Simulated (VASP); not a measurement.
Write the native input for VASP 6.6.1 that does the following.

| Property | Result |
| --- | --- |
| Task | single point |
| Functional | PBE0 |
| Potentials or basis | VASP PAW PBE potentials, release 64 (Ag) |
| Cutoff | 520 eV |
| k mesh | 6 × 6 × 6 |
| Occupations | fermi-dirac, width 0.05 eV |
| Spin | no spin polarisation |
| Dipole correction | no |
| Grid for exact exchange (PRECFOCK) | Normal |
| Further INCAR settings | ALGO = Normal; EDIFF = 1e-06; NBANDS = 12 |
| Share of exact exchange | 0.25 |

Ag:

```
CELL_PARAMETERS angstrom
0.00000 2.06963 2.06963
2.06963 0.00000 2.06963
2.06963 2.06963 0.00000
ATOMIC_POSITIONS crystal
Ag 0.00000 0.00000 0.00000
```

One way to write it, as run:

POSCAR

```
Ag
1.0
    0.0000000000      2.0696313722      2.0696313722
    2.0696313722      0.0000000000      2.0696313722
    2.0696313722      2.0696313722      0.0000000000
Ag
1
Direct
    0.0000000000      0.0000000000      0.0000000000
```

INCAR.step1

```
  PREC = Accurate
  ENCUT = 520
  EDIFF = 1E-5
  ISMEAR = -1
  SIGMA = 0.05
  LREAL = F
  LASPH = T
  NELM = 80
  ALGO = Normal
  ISIF = 2
  LWAVE = T
  GGA = PE
  NBANDS = 12
```

INCAR.step2

```
  PREC = Accurate
  ENCUT = 520
  EDIFF = 1E-6
  ISMEAR = -1
  SIGMA = 0.05
  LREAL = F
  LASPH = T
  NELM = 80
  ALGO = Normal
  ISIF = 2
  LWAVE = F
  LCHARG = T
  GGA = PE
  LHFCALC = T
  AEXX = 0.25
  PRECFOCK = Normal
  LELF = T
  LVHAR = T
  ISTART = 1
  NBANDS = 12
```

KPOINTS

```
regular mesh
0
Gamma
  6 6 6
```

Potentials or basis: VASP PAW PBE potentials, release 64 (Ag).

Launch:

```sh
$ cat potpaw_PBE.64/Ag/POTCAR > POTCAR
$ cp INCAR.step1 INCAR
$ mpirun -np 1 vasp_std > vasp.out
$ cp INCAR.step2 INCAR
$ mpirun -np 1 vasp_std > vasp.out
```

Results of the run:

```
Pressure               : 1.6 GPa
Band gap on the k mesh : zero (an odd number of electrons rules out a gap without spin polarisation)
```

Caveat: the k points lie up to 0.44 Å⁻¹ apart, too coarse for converged energies and pressures of a metal; the PAW data sets were made with another functional, which shifts forces and pressure a little.

It took 9.2 min on 1 thread of Intel(R) Xeon(R) Platinum 8488C (Sapphire Rapids), with other jobs on the host, peak memory 0.16 GiB.
